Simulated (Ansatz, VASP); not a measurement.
One calculation of AlN, two programs

The input INCAR:

```
SYSTEM = AlN
ALGO = Normal ; EDIFF = 1E-7
ENCUT = 520 ; GGA = CA
ISIF = 2 ; ISMEAR = 0
LASPH = .True. ; LCHARG = .True.
LELF = .True. ; LREAL = .False.
LVHAR = .True. ; LWAVE = .False.
NBANDS = 16 ; NELM = 60
PREC = Accurate ; SIGMA = 0.01
```

KPOINTS

```
k-points
0
Gamma
  9 9 6
  0 0 0
```

The input POSCAR:

```
AlN
1.0
    3.0886190489      0.0000000000      0.0000000000
   -1.5443095244      2.6748225589      0.0000000000
    0.0000000000      0.0000000000      4.9431567737
Al N
2 2
Direct
    0.3333333333      0.6666666667     -0.0530990587
    0.6666666667      0.3333333333      0.4469009413
    0.3333333333      0.6666666667      0.4350990587
    0.6666666667      0.3333333333      0.9350990587
```

Input for Ansatz:

```yaml
crystal:
  lattice:
    - [3.0886190489, 0.0, 0.0]
    - [-1.5443095244, 2.6748225589, 0.0]
    - [0.0, 0.0, 4.9431567737]
  atoms:
    - { symbol: Al, position: [0.3333333333, 0.6666666667, -0.0530990587] }
    - { symbol: Al, position: [0.6666666667, 0.3333333333, 0.4469009413] }
    - { symbol: "N", position: [0.3333333333, 0.6666666667, 0.4350990587] }
    - { symbol: "N", position: [0.6666666667, 0.3333333333, 0.9350990587] }
basis:
  ecutwfc: 420
  xc_grid: 2
kpoints:
  mp_grid: { grid: [9, 9, 6] }
hamiltonian:
  xc: lda
  pseudopotentials: { kind: paw, azcp: { folder: soft_1 } }
scf:
  occupations: { method: fixed }
output:
  forces: true
  stress: true
  eigenvalues: true
  polarization: {}
```

Change from the starting cell: polar distortion scaled by 0.10.

Alike in both runs: task single point; functional LDA; k mesh 9 × 9 × 6; no spin polarisation.

|  | VASP | Ansatz |
| --- | --- | --- |
| version | VASP 6.6.1 | Ansatz 0.2.0 |
| potentials or method | VASP PAW LDA potentials, release 64 (Al, N), cutoff 520 eV | scalar-relativistic, plane waves, PAW |
| occupations | gaussian, width 0.01 eV | fixed |
| valence electrons in the cell | 16 | 16 |

Ansatz gave:

- gap on the k mesh at the Fermi level (eV): 2.93
- least direct gap on the mesh (eV): 2.93
- pressure (GPa): 8.6
- traceless stress, the component that is largest in VASP (GPa): -21.88
- rms of the force components (eV/Å): 0.211

Problem. What did VASP give for the same quantities?

Solution. gap on the k mesh at the Fermi level (eV): 2.94; least direct gap on the mesh (eV): 2.94; pressure (GPa): 9.5; traceless stress, the component that is largest in VASP (GPa): -22.79; rms of the force components (eV/Å): 0.215.

Ansatz warns that its potentials were made for another functional, while VASP's fit it. LDA's correlation is that of Perdew and Zunger in VASP and of Perdew and Wang (1992) in Ansatz. Atom by atom the forces differ by 0.004 eV/Å (rms over components).
